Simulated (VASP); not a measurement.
# Mg (P-1) in VASP: notebook

The runs below take Mg through single point, with PBE.

All numbers are computed with VASP 6.6.1; they aren't measurements. Logs are shortened: lines on timing, memory, paths and dates and some standing lists are left out, and cuts for length are marked.

### 1 The cell of the first run

The typed cell holds 2 atoms: a = 3.209 Å, b = 3.209 Å, c = 5.210 Å, α = 90.00°, β = 90.00°, γ = 120.00°.

### 2 Single point, PBE

INCAR reads:

```
ALGO     = Normal         # electronic algorithm
EDIFF    = 1E-7           # SCF threshold, eV
ENCUT    = 520            # plane-wave cutoff, eV
GGA      = PE             # functional
ISIF     = 2              # what is computed and relaxed
ISMEAR   = 1              # smearing method
LASPH    = T              # aspherical terms in the spheres
LCHARG   = T              # write CHGCAR
LELF     = T              # ELF
LREAL    = F              # projectors in reciprocal space
LVHAR    = T            
LWAVE    = F              # write WAVECAR
NBANDS   = 9              # bands
NELM     = 100            # most SCF steps
PREC     = Accurate       # precision mode
SIGMA    = 0.3            # smearing width, eV
```

KPOINTS reads:

```
k-points
0
Gamma
  7 7 4
```

POSCAR reads:

```
Mg
1.0
    3.2093000000      0.0000000000      0.0000000000
   -1.6046500000      2.7793400000      0.0000000000
    0.0000000000      0.0000000000      5.2103000000
Mg
2
Direct
    0.3261400000      0.6596100000      0.2459622899
    0.6633600000      0.3421200000      0.7494500000
```

Potentials or basis: VASP PAW PBE potentials, release 64 (Mg).

Run with:

```sh
$ cat potpaw_PBE.64/Mg/POTCAR > POTCAR
$ mpirun -np 1 vasp_std > vasp.out
```

OUTCAR:

```text
EDIFF = 1E-7
   ENCUT = 520
   GGA = PE
   ISIF = 2
   ISMEAR = 1
   LASPH = T
   LREAL = F
   NELM = 100
   PREC = Accurate

 ion  position               nearest neighbor table
   1  0.326  0.660  0.246-   2 3.16   2 3.18   2 3.19   2 3.21   2 3.21   2 3.24
   2  0.663  0.342  0.749-   1 3.16   1 3.18   1 3.19   1 3.21   1 3.21   1 3.24

  LATTYP: Found a hexagonal cell.
 ALAT       =     3.2093000000
 C/A-ratio  =     1.6235004518

  Lattice vectors:

 A1 = (   3.2093000000,   0.0000000000,   0.0000000000)
 A2 = (  -1.6046500000,   2.7793400000,   0.0000000000)
 A3 = (   0.0000000000,   0.0000000000,   5.2103000000)

Analysis of symmetry for initial positions (statically):
=====================================================================
 Subroutine PRICEL returns:
 Original cell was already a primitive cell.

 Routine SETGRP: Setting up the symmetry group for a
 hexagonal supercell.

 Subroutine GETGRP returns: Found  2 space group operations
 (whereof  1 operations were pure point group operations)
 out of a pool of 24 trial point group operations.

The static configuration has the point symmetry C_1 .
 The point group associated with its full space group is S_2 .

Analysis of symmetry for dynamics (positions and initial velocities):
=====================================================================
 Subroutine PRICEL returns:
 Original cell was already a primitive cell.

 Routine SETGRP: Setting up the symmetry group for a
 hexagonal supercell.

 Subroutine GETGRP returns: Found  2 space group operations
 (whereof  1 operations were pure point group operations)
 out of a pool of 24 trial point group operations.

The dynamic configuration has the point symmetry C_1 .
 The point group associated with its full space group is S_2 .

 Subroutine INISYM returns: Found  2 space group operations
 (whereof  1 operations are pure point group operations),
 and found     1 'primitive' translations

----------------------------------------------------------------------------------------

                                     Primitive cell

  volume of cell :      46.4745

  direct lattice vectors                    reciprocal lattice vectors
     3.209300000  0.000000000  0.000000000     0.311594429  0.179898825  0.000000000
    -1.604650000  2.779340000  0.000000000     0.000000000  0.359797650  0.000000000
     0.000000000  0.000000000  5.210300000     0.000000000  0.000000000  0.191927528

  length of vectors
     3.209300000  3.209304046  5.210300000     0.359798103  0.359797650  0.191927528

  position of ions in fractional coordinates (direct lattice)
     0.326140000  0.659610000  0.245962290
     0.663360000  0.342120000  0.749450000

  ion indices of the primitive-cell ions
   primitive index   ion index
                 1           1
                 2           2

----------------------------------------------------------------------------------------

 KPOINTS: k-points

Automatic generation of k-mesh.
 Grid dimensions read from file:
 generate k-points for:    7    7    4

 Generating k-lattice:

  Cartesian coordinates                     Fractional coordinates (reciprocal lattice)
     0.044513490  0.025699832  0.000000000     0.142857143  0.000000000  0.000000000
     0.000000000  0.051399664  0.000000000     0.000000000  0.142857143  0.000000000
     0.000000000  0.000000000  0.047981882     0.000000000  0.000000000  0.250000000

  Length of vectors
     0.051399729  0.051399664  0.047981882

  Shift w.r.t. Gamma in fractional coordinates (k-lattice)
     0.000000000  0.000000000  0.000000000

 Subroutine IBZKPT returns following result:
 ===========================================

 Found     99 irreducible k-points:

 Following reciprocal coordinates:
            Coordinates               Weight
  0.000000  0.000000  0.000000      1.000000
  0.142857  0.000000  0.000000      2.000000
  0.000000  0.142857  0.000000      2.000000
 -0.142857  0.142857  0.000000      2.000000
  0.285714 -0.000000  0.000000      2.000000
  0.000000  0.285714  0.000000      2.000000
[... 16 lines left out ...]
  0.285714  0.285714  0.000000      2.000000
 -0.285714 -0.428571  0.000000      2.000000
 [... further k-points ...]
   k-points           NKPTS =     99   k-points in BZ     NKDIM =     99   number of bands    NBANDS=      9
   number of dos      NEDOS =    301   number of ions     NIONS =      2
   total plane-waves  NPLWV =  23040
   dimension x,y,z NGX =    24 NGY =   24 NGZ =   40
   dimension x,y,z NGXF=    48 NGYF=   48 NGZF=   80
   ions per type =               2
   NGX,Y,Z   is equivalent  to a cutoff of  12.43, 12.43, 12.76 a.u.
   NGXF,Y,Z  is equivalent  to a cutoff of  24.86, 24.86, 25.53 a.u.
 SYSTEM =  unknown system
   PREC   = accura    normal or accurate (medium, high low for compatibility)
   ISTART =      0    job   : 0-new  1-cont  2-samecut
   ICHARG =      2    charge: 1-file 2-atom 10-const
   ISPIN  =      1    spin polarized calculation?
   LNONCOLLINEAR =      F non collinear calculations
   LSORBIT =      F    spin-orbit coupling
   LASPH  =      T    aspherical Exc in radial PAW
   ENCUT  =  520.0 eV  38.22 Ry    6.18 a.u.   5.97  5.97  9.69*2*pi/ulx,y,z
   NELM   =    100;   NELMIN=  2; NELMDL= -5     # of ELM steps
   EDIFF  = 0.1E-06   stopping-criterion for ELM
   LREAL  =      F    real-space projection
   EDIFFG = 0.1E-05   stopping-criterion for IOM
   NSW    =      0    number of steps for IOM
   IBRION =     -1    ionic relax: 0-MD 1-quasi-New 2-CG
   NFREE  =      0    steps in history (QN), initial steepest desc. (CG)
   ISIF   =      2    stress and relaxation
   ISYM   =      2    0-nonsym 1-usesym 2-fastsym
   POTIM  = 0.5000    time-step for ionic-motion
   TEBEG  =    0.0;   TEEND  =   0.0 temperature during run
   PSTRESS=    0.0 pullay stress
   NELECT =       4.0000    total number of electrons
   NUPDOWN=      -1.0000    fix difference up-down
   EMIN   =  10.00;   EMAX   =-10.00  energy-range for DOS
   EFERMI =   0.00;   METHOD = LEGACY
   ISMEAR =     1;   SIGMA  =   0.30  broadening in eV -4-tet -1-fermi 0-gaus
   EFERMI_NEDOS =   21; number of points for ismear=-14 and -15
   IALGO  =     38    algorithm
   IMIX   =      4    mixing-type and parameters
     AMIX     =   0.40;   BMIX     =  1.00
     AMIX_MAG =   1.60;   BMIX_MAG =  1.00
  volume/ion in A,a.u.               =      23.24       156.81
  Fermi-wavevector in a.u.,A,eV,Ry     =   0.722809  1.365910  7.108393  0.522452
  Thomas-Fermi vector in A             =   1.812865
   LORBIT       =      0    0 simple, 1 ext, 2 COOP (PROOUT), +10 PAW based schemes
   GGA     = PE    functional components
   LHFCALC =     F    Hartree Fock is set to
   AEXX    =    0.0000 exact exchange contribution
   IVDW    =     0    specifies the selected vdW correction
   LEPSILON=     F    determine dielectric tensor
   LRPA    =     F    only Hartree local field effects (RPA)
 non-spin polarized calculation
 Methfessel and Paxton  Order N= 1 SIGMA  =   0.30
  energy-cutoff  :      520.00
  volume of cell :       46.47
 maximum number of plane-waves:      1268
   NGX = 11   NGY = 11   NGZ = 19

 number of electron       4.0000000 magnetization

 Free energy of the ion-electron system (eV)
  ---------------------------------------------------
  ext. energy  EPLUGINS =         0.00000000
  ---------------------------------------------------
  free energy    TOTEN  =        -3.03209712 eV

  energy without entropy =       -3.02997772  energy(sigma->0) =       -3.03139065

 E-fermi :   2.5887     XC(G=0):  -8.4533

 val. band max:        2.5552670320   @ k =   0.4286  -0.4286   0.2500
 cond. band min:       2.7920509138   @ k =  -0.2857   0.2857   0.0000
 fundamental gap:      0.2367838818
 Fermi energy:         2.5887218924

 k-point     1 :       0.0000    0.0000    0.0000
  band No.  band energies     occupation
      1      -4.3096      2.00000
      2       0.9092      2.00000
      3       1.3254      2.00000
      4      13.4360      0.00000
      5      13.4431      0.00000
      6      13.5168      0.00000
      7      13.5315      0.00000
      8      14.3369      0.00000
      9      15.8697      0.00000

 k-point     2 :       0.1429    0.0000    0.0000
  band No.  band energies     occupation
      1      -3.9117      2.00000
      2       1.2739      2.00000
      3       1.7108      2.00028
      4       9.3658      0.00000
      5      11.4744      0.00000
      6      12.1858      0.00000
      7      14.0603      0.00000
      8      14.6724      0.00000
      9      15.8052      0.00000

 k-point     3 :       0.0000    0.1429    0.0000
  band No.  band energies     occupation
      1      -3.9117      2.00000
      2       1.2739      2.00000
      3       1.7112      2.00028
      4       9.3530      0.00000
      5      11.4733      0.00000
      6      12.1930      0.00000
      7      14.0821      0.00000
      8      14.7059      0.00000
      9      15.8156      0.00000

 k-point     4 :      -0.1429    0.1429    0.0000
  band No.  band energies     occupation
      1      -3.9117      2.00000
      2       1.2739      2.00000
      3       1.7107      2.00028
      4       9.3709      0.00000
      5      11.4743      0.00000
      6      12.1835      0.00000
      7      14.0523      0.00000
      8      14.6602      0.00000
      9      15.7931      0.00000
[... 205 lines left out ...]
 k-point    22 :       0.4286    0.4286    0.0000
  band No.  band energies     occupation
      1       0.7288      2.00000
      2       0.7330      2.00000
      3       5.4714     -0.00000
      4       5.4988     -0.00000
      5       5.8494     -0.00000
      6       6.0927     -0.00000
      7       7.5826     -0.00000
      8      10.8832      0.00000
      9      11.7957      0.00000

 k-point    23 :       0.2857    0.2857    0.0000
  band No.  band energies     occupation
      1       0.3569      2.00000
      2       2.9046     -0.05957
      3       2.9626     -0.07078
      4       5.2829     -0.00000
      5       6.1190     -0.00000
      6       7.6565     -0.00000
      7       8.1985     -0.00000
      8       8.6545      0.00000
      9       9.3658      0.00000

 k-point    24 :      -0.2857   -0.4286    0.0000
  band No.  band energies     occupation
      1       0.3567      2.00000
      2       2.9043     -0.05943
      3       2.9623     -0.07079
      4       5.2841     -0.00000
      5       6.1288     -0.00000
      6       7.6426     -0.00000
      7       8.2115     -0.00000
      8       8.6239      0.00000
      9       9.3878      0.00000

 [... further k-points ...]

------------------------ aborting loop because EDIFF is reached ----------------------------------------

  FORCE on cell =-STRESS in cart. coord.  units (eV):
  Direction    XX          YY          ZZ          XY          YZ          ZX
  --------------------------------------------------------------------------------------
  -------------------------------------------------------------------------------------
  Total       -0.3547104     -0.4016064      0.4484618     -0.0066400      0.0027231     -0.0009178
  in kB      -12.2284043    -13.8451114     15.4604223     -0.2289086      0.0938762     -0.0316402
  external PRESSURE =      -3.5376978 kB  Pullay stress =       0.0000000 kB

 VOLUME and BASIS-vectors are now :
 -----------------------------------------------------------------------------
  energy-cutoff  :      520.00
  volume of cell :       46.47
      direct lattice vectors                 reciprocal lattice vectors
     3.209300000  0.000000000  0.000000000     0.311594429  0.179898825  0.000000000
    -1.604650000  2.779340000  0.000000000     0.000000000  0.359797650  0.000000000
     0.000000000  0.000000000  5.210300000     0.000000000  0.000000000  0.191927528

 POSITION                                       TOTAL-FORCE (eV/Angst)
 -----------------------------------------------------------------------------------
     -0.01176      1.83328      1.28154        -0.009034      0.026856      0.059037
      1.57994      0.95087      3.90486         0.009034     -0.026856     -0.059037
 -----------------------------------------------------------------------------------
    total drift:                                0.000000     -0.000000     -0.000002

  FREE ENERGIE OF THE ION-ELECTRON SYSTEM (eV)
  ---------------------------------------------------
  free  energy   TOTEN  =        -3.0320971154 eV

  energy  without entropy=       -3.0299777235  energy(sigma->0) =       -3.03139065
```

Wall time 36 s (1 thread of Intel Xeon 8259CL, shared host); peak memory 0.18 GiB.

Results:

| Item | Value |
| --- | --- |
| Free energy | -3.0321 eV |
| Pressure | -0.4 GPa |
| Largest force | 0.065 eV/Å |
| Band gap on the k mesh | zero (bands 2 and 3 overlap by 2.03 eV) |

Forces in eV/Å, atoms in the order of the input:
```
Mg  -0.009  0.027  0.059
Mg   0.009 -0.027 -0.059
```

Levels at points of the mesh, in eV from the Fermi level:
| k point | band 1 | band 2 | band 3 | band 4 | band 5 |
| --- | --- | --- | --- | --- | --- |
| (0.00, 0.00, 0.00) | -6.90 | -1.68 | -1.26 | 10.85 | 10.85 |
| (0.00, 0.00, 0.50) | -5.55 | -5.49 | 4.97 | 4.99 | 11.58 |

Caveat: so wide a smearing shifts energies and pressures.

(Part 1 of 2 ends here.)
